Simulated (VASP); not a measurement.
The system is Ti2O.

```xyz
3
Lattice="2.9194 0.0000 0.0000 -1.4597 2.5283 0.0000 0.0000 0.0000 4.7130" Properties=species:S:1:pos:R:3 pbc="T T T"
Ti    1.4597    0.8428    1.3137
Ti    0.0000    1.6855    3.3993
O     0.0000    0.0000    0.0000
```

- Program: VASP 6.6.1
- Task: relaxation of cell and atoms
- Functional: r2SCAN
- Potentials or basis: VASP PAW PBE potentials, release 64 (Ti_sv, O)
- Cutoff: 600 eV
- k mesh: 13 × 13 × 7
- Occupations: methfessel-paxton, width 0.1 eV
- Spin: no spin polarisation

At the start: pressure 10.1 GPa; volume 11.60 Å³/atom.

**Question.** Where does the relaxation end?

**Answer.** Over 10 steps the energy falls by 32.0 meV/atom and the volume is 12.16 Å³/atom (+4.9 %); space group P-3m1 (No. 164, to 0.1 Å) before and after.

The path:
```csv
step,energy change (eV),largest force (eV/Å),pressure (GPa),volume (Å³)
1,0.0000,0.9735,10.07,34.79
2,-0.0240,0.0251,-9.80,38.58
3,-0.0888,0.3269,-1.63,36.74
4,-0.0888,0.3362,-1.42,36.70
5,-0.0950,0.0046,0.70,36.35
6,-0.0952,0.0470,0.43,36.39
7,-0.0959,0.0053,-0.10,36.50
8,-0.0960,0.0058,-0.25,36.54
9,-0.0960,0.0061,0.11,36.47
10,-0.0960,0.0063,0.01,36.49
```

Final structure:
```
Ti O
1.0
     2.95558    0.00000    0.00000
    -1.47779    2.55961    0.00000
     0.00000    0.00000    4.82299
Ti O
2 1
Direct
  0.66667 0.33333 0.26928
  0.33333 0.66667 0.73072
  0.00000 0.00000 0.00000
```

Caveat: the PAW data sets were made with another functional, which shifts forces and pressure a little.
